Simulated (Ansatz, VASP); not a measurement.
# C: VASP beside Ansatz

```
C
1.0
    -1.18262    1.18262    1.18262
     1.18262   -1.18262    1.18262
     1.18262    1.18262   -1.18262
C
1
Cartesian
  0.0000 0.0000 0.0000
```

Alike in both runs: task relaxation of cell and atoms; functional PBEsol; k mesh 18 × 18 × 18; occupations fermi-dirac, width 0.1 eV; no spin polarisation.

```csv
,VASP,Ansatz
version,VASP 6.6.1,Ansatz 0.2.0
potentials or method,"VASP PAW PBE potentials, release 64 (C), cutoff 600 eV","plane waves (420 eV) with PAW, scalar-relativistic"
valence electrons in the cell,4,4
```

|  | VASP | Ansatz | Ansatz less VASP |
| --- | --- | --- | --- |
| relaxed volume (Å³/atom) | 6.44 | 6.44 | 0.000 |
| relaxed cell length with the largest relative difference (Å) | 2.030 | 2.030 | 0.0000 |

VASP's potentials were made for PBE, not for PBEsol, and Ansatz warns of the same on its side.
